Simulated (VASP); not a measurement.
Input of a VASP 6.6.1 run:

File POSCAR:

```
Ta2C
1.0
    3.1101644563      0.0000000000      0.0000000000
   -1.5550822281      2.6934814291      0.0000000000
    0.0000000000      0.0000000000      4.9422989465
Ta C
2 1
Direct
    0.3333333333      0.6666666667      0.2535635792
    0.6666666667      0.3333333333      0.7464364208
    0.0000000000      0.0000000000      0.0000000000
```

File INCAR.step1:

```
SYSTEM = Ta2C
PREC     = Accurate       ! precision mode
ENCUT    = 520            ! plane-wave cutoff, eV
ISMEAR   = 0              ! smearing method
SIGMA    = 0.1            ! smearing width, eV
LREAL    = .FALSE.        ! projectors in reciprocal space
LASPH    = .TRUE.         ! aspherical terms in the spheres
NELM     = 60             ! most SCF steps
NBANDS   = 20             ! bands
GGA      = PE             ! functional
ALGO     = Normal         ! electronic algorithm
EDIFF    = 1E-4           ! SCF threshold, eV
LWAVE    = .TRUE.         ! write WAVECAR
LCHARG   = .FALSE.        ! write CHGCAR
```

The input INCAR.step2:

```
SYSTEM = Ta2C
PREC     = Accurate       ! precision mode
ENCUT    = 520            ! plane-wave cutoff, eV
EDIFF    = 1E-7           ! SCF threshold, eV
ISMEAR   = 0              ! smearing method
SIGMA    = 0.1            ! smearing width, eV
LREAL    = .FALSE.        ! projectors in reciprocal space
LASPH    = .TRUE.         ! aspherical terms in the spheres
NELM     = 60             ! most SCF steps
ALGO     = Normal         ! electronic algorithm
ISIF     = 2              ! what is computed and relaxed
LWAVE    = .FALSE.        ! write WAVECAR
LCHARG   = .FALSE.        ! write CHGCAR
METAGGA  = R2SCAN         ! meta-GGA
LMIXTAU  = .TRUE.       
NBANDS   = 20             ! bands
ISTART   = 1
```

Contents of KPOINTS:

```
regular mesh
0
G
  18 18 8
  0 0 0
```

Potentials or basis: VASP PAW PBE potentials, release 64 (Ta_pv, C).

The run is started by

```sh
$ cat potpaw_PBE.64/Ta_pv/POTCAR potpaw_PBE.64/C/POTCAR > POTCAR
$ cp INCAR.step1 INCAR
$ mpirun -np 1 vasp_std > vasp.out
$ cp INCAR.step2 INCAR
$ mpirun -np 1 vasp_std > vasp.out
```

(1) Estimate the pressure.

(2) What does it give for the largest force?

## Answers

(1) 0.9 GPa.

(2) 0.045 eV/Å.

Caveat: the PAW data sets were made with another functional, which shifts forces and pressure a little.
